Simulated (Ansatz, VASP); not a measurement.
## One calculation of Al, two programs

Contents of INCAR:

```
SYSTEM = Al
PREC = Accurate
ENCUT = 520
EDIFF = 1E-7
ISMEAR = 0
SIGMA = 0.15
LREAL = .False.
LASPH = .True.
NELM = 60
ALGO = Normal
ISIF = 2
LWAVE = .False.
LCHARG = .True.
GGA = PE
IVDW = 12
LELF = .True.
LVHAR = .True.
NBANDS = 14
```

File KPOINTS:

```
regular mesh
0
Gamma
  18 18 4
  0 0 0
```

POSCAR

```
Al
1.0
    2.8932000000      0.0000000000      0.0000000000
   -1.4466000000      2.5055846982      0.0000000000
    0.0000000000      0.0000000000      7.6442000000
Al
4
Direct
    0.0000000000      0.0000000000      0.0000000000
    0.3333333333      0.6666666667      0.2500000000
    0.0000000000      0.0000000000      0.5000000000
    0.6666666667      0.3333333333      0.7500000000
```

Input for Ansatz:

```yaml
crystal:
  lattice:
    - [2.8932, 0.0, 0.0]
    - [-1.4466, 2.5055846982, 0.0]
    - [0.0, 0.0, 7.6442]
  atoms:
    - { symbol: Al, position: [0.0, 0.0, 0.0] }
    - { symbol: Al, position: [0.3333333333, 0.6666666667, 0.25] }
    - { symbol: Al, position: [0.0, 0.0, 0.5] }
    - { symbol: Al, position: [0.6666666667, 0.3333333333, 0.75] }
basis:
  ecutwfc: 420
kpoints:
  mp_grid: { grid: [18, 18, 4] }
hamiltonian:
  xc: pbe
  pseudopotentials: { kind: paw, azcp: { folder: soft_1 } }
  dispersion: d3bj
scf:
  occupations: { method: gaussian, width: 0.15 }
output:
  forces: true
  stress: true
  eigenvalues: true
```

Alike in both runs: task single point; functional PBE; dispersion D3(BJ); k mesh 18 × 18 × 4; occupations gaussian, width 0.15 eV; no spin polarisation.

|  | VASP | Ansatz |
| --- | --- | --- |
| version | VASP 6.6.1 | Ansatz 0.2.0 |
| potentials or method | VASP PAW PBE potentials, release 64 (Al), cutoff 520 eV | scalar-relativistic, plane waves, PAW |
| valence electrons in the cell | 12 | 12 |

Ansatz gave:

* gap on the k mesh at the Fermi level (eV): none
* pressure (GPa): 22.1
* traceless stress, the component that is largest in VASP (GPa): 17.15

Problem. What did VASP give for the same quantities?

Solution. gap on the k mesh at the Fermi level (eV): none; pressure (GPa): 22.2; traceless stress, the component that is largest in VASP (GPa): 17.15.

A gap of «none» marks a metal or a gap that the smearing closes.
